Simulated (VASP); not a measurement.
Crystal: AlO6.

```
CELL_PARAMETERS angstrom
2.85000 0.00000 0.00000
-1.42500 2.46817 0.00000
0.00000 0.00000 12.00000
ATOMIC_POSITIONS crystal
Al 0.00000 0.00000 0.00000
O 0.33333 0.66667 0.61000
O 0.33333 0.66667 0.71000
O 0.66667 0.33333 0.39000
O 0.66667 0.33333 0.29000
O 0.66667 0.33333 0.92000
O 0.33333 0.66667 0.08000
```

```yaml
Program: VASP 6.6.1
Task: relaxation of cell and atoms
Functional: PBE
Potentials_or_basis: VASP PAW PBE potentials, release 64 (Al, O)
Cutoff: 600 eV
k_mesh: 6 × 6 × 2
Occupations: gaussian, width 0.2 eV
Spin: no spin polarisation
```

At the start: pressure 1.5 GPa; volume 12.06 Å³/atom.

Problem. How do energy, volume and symmetry change on relaxing?

Solution. Over 6 steps the energy falls by 11.0 meV/atom and the volume is 11.91 Å³/atom (-1.3 %); space group P-3m1 (No. 164, to 0.05 Å).

The path:
```
step  energy change (eV)  largest force (eV/Å)  pressure (GPa)  volume (Å³)
   1              0.0000                2.1591            1.49        84.41
   2              2.0183                7.4391          -13.94        85.76
   3             -0.0539                0.5987           -2.41        84.58
   4             -0.0574                0.5978           -1.82        84.55
   5             -0.0576                0.5976           -1.65        84.54
   6             -0.0771                0.0293            0.46        83.35
```

Final structure:
```
Al O
1.0
     2.83509    0.00000    0.00000
    -1.41755    2.45526    0.00000
     0.00000    0.00000   11.97435
Al O
1 6
Direct
  0.00000 0.00000 0.00000
  0.33333 0.66667 0.60888
  0.33333 0.66667 0.71134
  0.66667 0.33333 0.39112
  0.66667 0.33333 0.28866
  0.66667 0.33333 0.92234
  0.33333 0.66667 0.07766
```

Caveat: the k points lie up to 0.43 Å⁻¹ apart in the final cell; the standard files for N, O and F lose accuracy on very short bonds; an odd number of electrons without spin polarisation forces a metal; a magnetic or distorted state may lie lower; the relaxation stopped at a loose force limit of 0.08 eV/Å, so its end isn't a converged minimum.
